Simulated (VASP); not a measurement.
SiC, 4 atoms in the cell. It takes space group P6_3mc (No. 186, hexagonal). The conventional cell has a = 3.076 Å, b = 3.076 Å, c = 5.048 Å, α = 90.00°, β = 90.00°, γ = 120.00°. Within 2.5 Å of Si (site symmetry 3m) lie 4 C at 1.88 to 1.90 Å. C (site symmetry 3m) has 4 Si at 1.88 to 1.90 Å within 2.5 Å. 

- Program: VASP 6.6.1
- Task: relaxation of cell and atoms
- Functional: PBEsol
- Potentials or basis: VASP PAW PBE potentials, release 64 (Si, C)
- Cutoff: 600 eV
- k mesh: 8 × 8 × 6
- Occupations: gaussian, width 0.01 eV
- Spin: no spin polarisation
- Target pressure: 10 GPa
- Dipole correction: no
- Further INCAR settings: ALGO = Normal; EDIFF = 1e-06; IBRION = 2; EDIFFG = -0.002; NSW = 100; ISIF = 3

Potentials or basis: VASP PAW PBE potentials, release 64 (Si, C).

Launch:

```console
$ cat potpaw_PBE.64/Si/POTCAR potpaw_PBE.64/C/POTCAR > POTCAR
$ mpirun -np 1 vasp_std > vasp.out
```

Hardware: 1 thread of Intel(R) Xeon(R) Platinum 8488C (Sapphire Rapids), with other jobs on the host.

**Question.** How long does it take, and how much memory?

**Answer.** Run time: 67 s on 1 thread of Intel(R) Xeon(R) Platinum 8488C (Sapphire Rapids), on a shared host, peak memory 0.18 GiB. Counts: scf iterations 40, k points 40, ion steps 7.
